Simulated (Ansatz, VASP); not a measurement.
Two plane-wave programs on Al2O3

```
Al O
1.0
     2.92759    0.00000    0.00000
    -1.46379    2.53537    0.00000
     0.00000    0.00000    9.61686
Al O
2 3
Direct
  0.00000 0.00000 0.14999
  0.00000 0.00000 0.85001
  0.33333 0.66667 0.22232
  0.66667 0.33333 0.00000
  0.33333 0.66667 0.77768
```

Change from the starting cell: strain +0.015 along x and y, +0.030 along z, atoms carried along.

Alike in both runs: task single point; functional PBE; dispersion D3(BJ); k mesh 12 × 12 × 4; occupations gaussian, width 0.05 eV; no spin polarisation.

```csv
,VASP,Ansatz
version,VASP 6.6.1,Ansatz 0.2.0
potentials or method,"VASP PAW PBE potentials, release 64 (Al, O), cutoff 520 eV","scalar-relativistic, plane waves, PAW"
valence electrons in the cell,24,24
```

Ansatz gave:

| Quantity | Value |
| --- | --- |
| gap on the k mesh at the Fermi level (eV) | 4.41 |
| least direct gap on the mesh (eV) | 4.62 |
| pressure (GPa) | -8.4 |
| traceless stress, the component that is largest in VASP (GPa) | 0.84 |
| rms of the force components (eV/Å) | 0.244 |

Which values does VASP return?

gap on the k mesh at the Fermi level (eV): 4.39; least direct gap on the mesh (eV): 4.60; pressure (GPa): -8.4; traceless stress, the component that is largest in VASP (GPa): 0.66; rms of the force components (eV/Å): 0.253.

Atom by atom the forces differ by 0.017 eV/Å (rms over components).
